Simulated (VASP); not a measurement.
# SiC (Cm) in VASP: a series of runs

SiC is run at these levels: PBE; tasks: single point.

All numbers are computed with VASP 6.6.1; they aren't measurements. Logs are shortened: lines on timing, memory, paths and dates and some standing lists are left out, and cuts for length are marked.

### Step 1. The cell of the first run

It takes space group Cm (No. 8, monoclinic). The conventional cell has a = 5.364 Å, b = 3.097 Å, c = 3.097 Å, α = 90.00°, β = 125.26°, γ = 90.00°. Within 2.4 Å of Si (site symmetry m) lie 4 C at 1.77 to 2.32 Å. C (site symmetry m) has 4 Si at 1.77 to 2.32 Å within 2.4 Å.

### Step 2. Single point, PBE (atom 2 (C) moved by (-0.300, -0.300) A along [1 1 0] and z)

INCAR

```
SYSTEM = SiC
ALGO = Normal
EDIFF = 1E-7
ENCUT = 520
GGA = PE
ISIF = 2
ISMEAR = 0
LASPH = .TRUE.
LCHARG = .FALSE.
LREAL = .FALSE.
LWAVE = .FALSE.
NBANDS = 11
NELM = 80
PREC = Accurate
SIGMA = 0.05
```

KPOINTS

```
k-points
0
G
  10 10 10
  0 0 0
```

POSCAR

```
SiC
1.0
    0.0000000000      2.1898640950      2.1898640950
    2.1898640950      0.0000000000      2.1898640950
    2.1898640950      2.1898640950      0.0000000000
Si C
1 1
Direct
    0.0000000000      0.0000000000      0.0000000000
    0.6815025986      0.6815025986      0.7216274473
```

Potentials or basis: VASP PAW PBE potentials, release 64 (Si, C).

On the command line:

```bash
> cat potpaw_PBE.64/Si/POTCAR potpaw_PBE.64/C/POTCAR > POTCAR
> mpirun -np 1 vasp_std > vasp.out
```

OUTCAR:

```text
SYSTEM = SiC
   EDIFF = 1E-7
   ENCUT = 520
   GGA = PE
   ISIF = 2
   ISMEAR = 0
   LASPH = .TRUE.
   LREAL = .FALSE.
   NELM = 80
   PREC = Accurate

 ion  position               nearest neighbor table
   1  0.000  0.000  0.000-   2 1.77   2 1.77   2 1.87   2 2.32
   2  0.682  0.682  0.722-   1 1.77   1 1.77   1 1.87   1 2.32

  LATTYP: Found a face centered cubic cell.
 ALAT       =     4.3797281900

  Lattice vectors:

 A1 = (   0.0000000000,   2.1898640950,   2.1898640950)
 A2 = (   2.1898640950,   0.0000000000,   2.1898640950)
 A3 = (   2.1898640950,   2.1898640950,   0.0000000000)

Analysis of symmetry for initial positions (statically):
=====================================================================
 Subroutine PRICEL returns:
 Original cell was already a primitive cell.

 Routine SETGRP: Setting up the symmetry group for a
 face centered cubic supercell.

 Subroutine GETGRP returns: Found  2 space group operations
 (whereof  2 operations were pure point group operations)
 out of a pool of 48 trial point group operations.

The static configuration has the point symmetry C_1h.

Analysis of symmetry for dynamics (positions and initial velocities):
=====================================================================
 Subroutine PRICEL returns:
 Original cell was already a primitive cell.

 Routine SETGRP: Setting up the symmetry group for a
 face centered cubic supercell.

 Subroutine GETGRP returns: Found  2 space group operations
 (whereof  2 operations were pure point group operations)
 out of a pool of 48 trial point group operations.

The dynamic configuration has the point symmetry C_1h.

 Subroutine INISYM returns: Found  2 space group operations
 (whereof  2 operations are pure point group operations),
 and found     1 'primitive' translations

----------------------------------------------------------------------------------------

                                     Primitive cell

  volume of cell :      21.0030

  direct lattice vectors                    reciprocal lattice vectors
     0.000000000  2.189864095  2.189864095    -0.228324671  0.228324671  0.228324671
     2.189864095  0.000000000  2.189864095     0.228324671 -0.228324671  0.228324671
     2.189864095  2.189864095  0.000000000     0.228324671  0.228324671 -0.228324671

  length of vectors
     3.096935503  3.096935503  3.096935503     0.395469932  0.395469932  0.395469932

  position of ions in fractional coordinates (direct lattice)
     0.000000000  0.000000000  0.000000000
     0.681502599  0.681502599  0.721627447

  ion indices of the primitive-cell ions
   primitive index   ion index
                 1           1
                 2           2

----------------------------------------------------------------------------------------

 KPOINTS: k-points

Automatic generation of k-mesh.
 Grid dimensions read from file:
 generate k-points for:   10   10   10

 Generating k-lattice:

  Cartesian coordinates                     Fractional coordinates (reciprocal lattice)
    -0.022832467  0.022832467  0.022832467     0.100000000  0.000000000  0.000000000
     0.022832467 -0.022832467  0.022832467     0.000000000  0.100000000  0.000000000
     0.022832467  0.022832467 -0.022832467     0.000000000  0.000000000  0.100000000

  Length of vectors
     0.039546993  0.039546993  0.039546993

  Shift w.r.t. Gamma in fractional coordinates (k-lattice)
     0.000000000  0.000000000  0.000000000

 Subroutine IBZKPT returns following result:
 ===========================================

 Found    282 irreducible k-points:

 Following reciprocal coordinates:
            Coordinates               Weight
  0.000000  0.000000  0.000000      1.000000
  0.100000  0.000000  0.000000      4.000000
  0.000000  0.000000  0.100000      2.000000
  0.100000  0.100000  0.100000      2.000000
  0.200000  0.000000  0.000000      4.000000
  0.000000  0.000000  0.200000      2.000000
[... 16 lines left out ...]
  0.200000  0.100000  0.200000      4.000000
  0.100000 -0.100000 -0.100000      4.000000
 [... further k-points ...]
   k-points           NKPTS =    282   k-points in BZ     NKDIM =    282   number of bands    NBANDS=     11
   number of dos      NEDOS =    301   number of ions     NIONS =      2
   total plane-waves  NPLWV =  13824
   dimension x,y,z NGX =    24 NGY =   24 NGZ =   24
   dimension x,y,z NGXF=    48 NGYF=   48 NGZF=   48
   ions per type =               1   1
   NGX,Y,Z   is equivalent  to a cutoff of  12.88, 12.88, 12.88 a.u.
   NGXF,Y,Z  is equivalent  to a cutoff of  25.77, 25.77, 25.77 a.u.
 SYSTEM =  SiC
   PREC   = accura    normal or accurate (medium, high low for compatibility)
   ISTART =      0    job   : 0-new  1-cont  2-samecut
   ICHARG =      2    charge: 1-file 2-atom 10-const
   ISPIN  =      1    spin polarized calculation?
   LNONCOLLINEAR =      F non collinear calculations
   LSORBIT =      F    spin-orbit coupling
   LASPH  =      T    aspherical Exc in radial PAW
   ENCUT  =  520.0 eV  38.22 Ry    6.18 a.u.   5.76  5.76  5.76*2*pi/ulx,y,z
   NELM   =     80;   NELMIN=  2; NELMDL= -5     # of ELM steps
   EDIFF  = 0.1E-06   stopping-criterion for ELM
   LREAL  =      F    real-space projection
   EDIFFG = 0.1E-05   stopping-criterion for IOM
   NSW    =      0    number of steps for IOM
   IBRION =     -1    ionic relax: 0-MD 1-quasi-New 2-CG
   NFREE  =      0    steps in history (QN), initial steepest desc. (CG)
   ISIF   =      2    stress and relaxation
   ISYM   =      2    0-nonsym 1-usesym 2-fastsym
   POTIM  = 0.5000    time-step for ionic-motion
   TEBEG  =    0.0;   TEEND  =   0.0 temperature during run
   PSTRESS=    0.0 pullay stress
   NELECT =       8.0000    total number of electrons
   NUPDOWN=      -1.0000    fix difference up-down
   EMIN   =  10.00;   EMAX   =-10.00  energy-range for DOS
   EFERMI =   0.00;   METHOD = LEGACY
   ISMEAR =     0;   SIGMA  =   0.05  broadening in eV -4-tet -1-fermi 0-gaus
   EFERMI_NEDOS =   21; number of points for ismear=-14 and -15
   IALGO  =     38    algorithm
   IMIX   =      4    mixing-type and parameters
     AMIX     =   0.40;   BMIX     =  1.00
     AMIX_MAG =   1.60;   BMIX_MAG =  1.00
  volume/ion in A,a.u.               =      10.50        70.87
  Fermi-wavevector in a.u.,A,eV,Ry     =   1.186709  2.242555 19.160797  1.408279
  Thomas-Fermi vector in A             =   2.322876
   LORBIT       =      0    0 simple, 1 ext, 2 COOP (PROOUT), +10 PAW based schemes
   GGA     = PE    functional components
   LHFCALC =     F    Hartree Fock is set to
   AEXX    =    0.0000 exact exchange contribution
   IVDW    =     0    specifies the selected vdW correction
   LEPSILON=     F    determine dielectric tensor
   LRPA    =     F    only Hartree local field effects (RPA)
 non-spin polarized calculation
 Gauss-broadening in eV      SIGMA  =   0.05
  energy-cutoff  :      520.00
  volume of cell :       21.00
 maximum number of plane-waves:       588
   NGX = 11   NGY = 11   NGZ = 11

 number of electron       8.0000000 magnetization

 Free energy of the ion-electron system (eV)
  ---------------------------------------------------
  ext. energy  EPLUGINS =         0.00000000
  ---------------------------------------------------
  free energy    TOTEN  =       -14.13195619 eV

  energy without entropy =      -14.13179526  energy(sigma->0) =      -14.13187572

 E-fermi :   9.3260     XC(G=0): -11.3090

 val. band max:        9.2905915121   @ k =   0.0000  -0.1000   0.1000
 cond. band min:       9.3340196347   @ k =  -0.1000   0.1000   0.0000
 fundamental gap:      0.0434281226
 Fermi energy:         9.3260272304

 k-point     1 :       0.0000    0.0000    0.0000
  band No.  band energies     occupation
      1      -7.4026      2.00000
      2       6.6123      2.00000
      3       7.2789      2.00000
      4       9.4169      0.01020
      5      13.2624      0.00000
      6      15.2563      0.00000
      7      15.7213      0.00000
      8      15.7883      0.00000
      9      22.0816      0.00000
     10      22.0934      0.00000
     11      22.1383      0.00000

 k-point     2 :       0.1000    0.0000    0.0000
  band No.  band energies     occupation
      1      -7.2082      2.00000
      2       5.9241      2.00000
      3       7.0467      2.00000
      4       9.2572      1.94832
      5      13.6353      0.00000
      6      14.8560      0.00000
      7      15.7351      0.00000
      8      16.5092      0.00000
      9      21.0134      0.00000
     10      21.2508      0.00000
     11      23.0781      0.00000

 k-point     3 :       0.0000    0.0000    0.1000
  band No.  band energies     occupation
      1      -7.2100      2.00000
      2       6.4209      2.00000
      3       6.4956      2.00000
      4       9.2695      1.89042
      5      13.6297      0.00000
      6      14.7546      0.00000
      7      16.1059      0.00000
      8      16.2572      0.00000
      9      21.2176      0.00000
     10      21.2780      0.00000
     11      22.8783      0.00000

 k-point     4 :       0.1000    0.1000    0.1000
  band No.  band energies     occupation
      1      -7.2179      2.00000
      2       6.5314      2.00000
      3       7.1837      2.00000
      4       8.1277      2.00000
      5      13.9122      0.00000
      6      15.2611      0.00000
      7      15.7851      0.00000
      8      15.8331      0.00000
      9      21.6743      0.00000
     10      21.7832      0.00000
     11      22.3228      0.00000
[... 239 lines left out ...]
 k-point    22 :       0.1000    0.1000   -0.1000
  band No.  band energies     occupation
      1      -6.6971      2.00000
      2       4.9995      2.00000
      3       5.9066      2.00000
      4       8.9441      2.00000
      5      13.4795      0.00000
      6      14.4237      0.00000
      7      16.5964      0.00000
      8      17.2716      0.00000
      9      19.9759      0.00000
     10      21.6869      0.00000
     11      23.4344      0.00000

 k-point    23 :       0.2000    0.1000    0.2000
  band No.  band energies     occupation
      1      -6.7240      2.00000
      2       5.8768      2.00000
      3       6.5043      2.00000
      4       6.9275      2.00000
      5      13.8679      0.00000
      6      15.1466      0.00000
      7      16.0059      0.00000
      8      16.3731      0.00000
      9      20.1027      0.00000
     10      23.1467      0.00000
     11      23.3350      0.00000

 k-point    24 :       0.1000   -0.1000   -0.1000
  band No.  band energies     occupation
      1      -6.6927      2.00000
      2       4.6230      2.00000
      3       6.3563      2.00000
      4       9.0049      2.00000
      5      13.5350      0.00000
      6      14.2375      0.00000
      7      16.4921      0.00000
      8      17.3073      0.00000
      9      19.9267      0.00000
     10      21.6110      0.00000
     11      23.7188      0.00000

 [... further k-points ...]
[... 5 lines left out ...]
  --------------------------------------------------------------------------------------
  -------------------------------------------------------------------------------------
  Total        1.7049521      1.7049521      0.6373813     -1.0836065      0.0632205      0.0632204
  in kB      130.0592618    130.0592618     48.6215075    -82.6610066      4.8226612      4.8226582
  external PRESSURE =     102.9133437 kB  Pullay stress =       0.0000000 kB

 VOLUME and BASIS-vectors are now :
 -----------------------------------------------------------------------------
  energy-cutoff  :      520.00
  volume of cell :       21.00
      direct lattice vectors                 reciprocal lattice vectors
     0.000000000  2.189864095  2.189864095    -0.228324671  0.228324671  0.228324671
     2.189864095  0.000000000  2.189864095     0.228324671 -0.228324671  0.228324671
     2.189864095  2.189864095  0.000000000     0.228324671  0.228324671 -0.228324671

 POSITION                                       TOTAL-FORCE (eV/Angst)
 -----------------------------------------------------------------------------------
      0.00000      0.00000      0.00000        -0.766658     -0.766658     -3.096037
      3.07266      3.07266      2.98480         0.766658      0.766658      3.096037
 -----------------------------------------------------------------------------------
    total drift:                               -0.000021     -0.000021      0.000066

  FREE ENERGIE OF THE ION-ELECTRON SYSTEM (eV)
  ---------------------------------------------------
  free  energy   TOTEN  =       -14.1319561880 eV

  energy  without entropy=      -14.1317952615  energy(sigma->0) =      -14.13187572
```

Run time: 38 s. Hardware: 1 thread of Intel Xeon 8259CL, shared host; peak memory 0.18 GiB.

Results:

```yaml
Free_energy: -14.1320 eV
Pressure: 10.3 GPa
Largest_force: 3.280 eV/Å
Band_gap_on_the_k_mesh: zero (bands 4 and 5 overlap by 0.49 eV)
```

Forces on the atoms (eV/Å):
```
Si  -0.767 -0.767 -3.096
C    0.767  0.767  3.096
```

Caveat: the cell differs from its parent crystal (atom 2 (C) moved by (-0.300, -0.300) A along [1 1 0] and z); the cell stands under pressure; semilocal functionals underestimate gaps, so a narrow gap can read as zero; forces of over 1 eV/Å act on the atoms, so gaps and moduli don't describe the material at rest.

### Step 3. Single point, PBE (atom 2 (C) moved by (-0.300, +0.300) A along [1 1 0] and z)

INCAR

```
  PREC = Accurate
  ENCUT = 520
  EDIFF = 1E-6
  ISMEAR = 0
  SIGMA = 0.05
  LREAL = False
  LASPH = True
  NELM = 100
  ALGO = Normal
  ISIF = 2
  LWAVE = False
  LCHARG = False
  GGA = PE
  NBANDS = 11
```

KPOINTS

```
Automatic mesh
0
Gamma
  10 10 10
```

Changes to POSCAR since step 2:

```diff
@@ -9,2 +9,2 @@
     0.0000000000      0.0000000000      0.0000000000
-    0.6815025986      0.6815025986      0.7216274473
+    0.8184974014      0.8184974014      0.5846326445
```

Potentials or basis: VASP PAW PBE potentials, release 64 (Si, C).

On the command line:

```bash
> cat potpaw_PBE.64/Si/POTCAR potpaw_PBE.64/C/POTCAR > POTCAR
> mpirun -np 1 vasp_std > vasp.out
```

Run time: 35 s. Hardware: 1 thread of Intel Xeon 8259CL, shared host; peak memory 0.18 GiB.

Results (log left out):

* Free energy: -12.1823 eV
* Pressure: 37.5 GPa
* Largest force: 17.913 eV/Å
* Band gap on the k mesh: 0.13 eV (least direct gap 3.67 eV)

Forces on the atoms (eV/Å):
```
Si  -10.450 -10.450  10.123
C    10.450  10.450 -10.123
```

Stress tensor (GPa, compression positive):
```
 41.40  47.37 -43.44
 47.37  41.40 -43.44
-43.44 -43.44  29.71
```

Levels at points of the mesh, in eV from the valence-band top:
```csv
k point,band 1,band 2,band 3,band 4,band 5,band 6,band 7,band 8
"(0.00, 0.00, 0.00)",-16.09,-2.91,-0.24,0.00,4.78,6.12,6.26,8.11
"(0.50, 0.00, 0.00)",-12.95,-8.64,-3.13,-0.87,3.81,4.71,7.51,9.63
"(0.00, 0.00, 0.50)",-12.30,-10.18,-1.62,-1.31,4.58,6.85,7.45,8.34
"(0.50, 0.50, 0.50)",-12.86,-8.92,-2.88,-0.73,3.63,4.69,7.58,9.88
"(0.50, 0.50, 0.00)",-11.59,-8.25,-4.16,-3.45,0.21,3.39,11.82,13.06
"(0.00, 0.50, 0.50)",-11.55,-8.40,-3.72,-3.55,0.13,3.17,11.57,13.31
```

Caveat: the cell differs from its parent crystal (atom 2 (C) moved by (-0.300, +0.300) A along [1 1 0] and z); the cell stands under pressure; forces of over 1 eV/Å act on the atoms, so gaps and moduli don't describe the material at rest. A k mesh can miss the band edges.
